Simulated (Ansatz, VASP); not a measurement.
**Sn3Te2O: VASP beside Ansatz**

```
Sn Te O
1.0
     6.28362    0.00000    0.00000
    -3.14181    5.44177    0.00000
     0.00000    0.00000    4.41342
Sn Te O
3 2 1
Cartesian
  1.5709 2.7209 2.0280
  3.1418 0.0000 2.0280
  -1.5709 2.7209 2.0280
  3.1418 1.8139 4.2507
  0.0000 3.6278 4.2507
  0.0000 0.0000 3.9227
```

Change from the starting cell: species swapped into the ErCo3Ge2 type (P6mm, No. 183).

Alike in both runs: task relaxation of cell and atoms; functional PBE; k mesh 3 × 3 × 4; occupations gaussian, width 0.1 eV; no spin polarisation.

|  | VASP | Ansatz |
| --- | --- | --- |
| version | VASP 6.6.1 | Ansatz 0.2.0 |
| potentials or method | VASP PAW PBE potentials, release 64 (Sn_d, Te, O), cutoff 600 eV | scalar-relativistic, plane waves, PAW |
| valence electrons in the cell | 60 | 80 |

VASP gave:

* gap on the k mesh at the Fermi level, each at its own relaxed structure (eV): none
* relaxed volume (Å³/atom): 33.28
* relaxed cell length with the largest relative difference (Å): 6.447

Question: Estimate Ansatz's values.

Answer: gap on the k mesh at the Fermi level, each at its own relaxed structure (eV): none; relaxed volume (Å³/atom): 32.65; relaxed cell length with the largest relative difference (Å): 6.383.

A gap of «none» marks a metal or a gap that the smearing closes. VASP's potentials hold 60 valence electrons a cell and Ansatz's 80, so a difference there can come from the potentials and not from the codes.

The k mesh is coarse, so the values compare programs but aren't converged. Spin-orbit coupling is off throughout. Noted on VASP's run: the volume moved by over 15 % at a fixed basis, so the end points are rough.
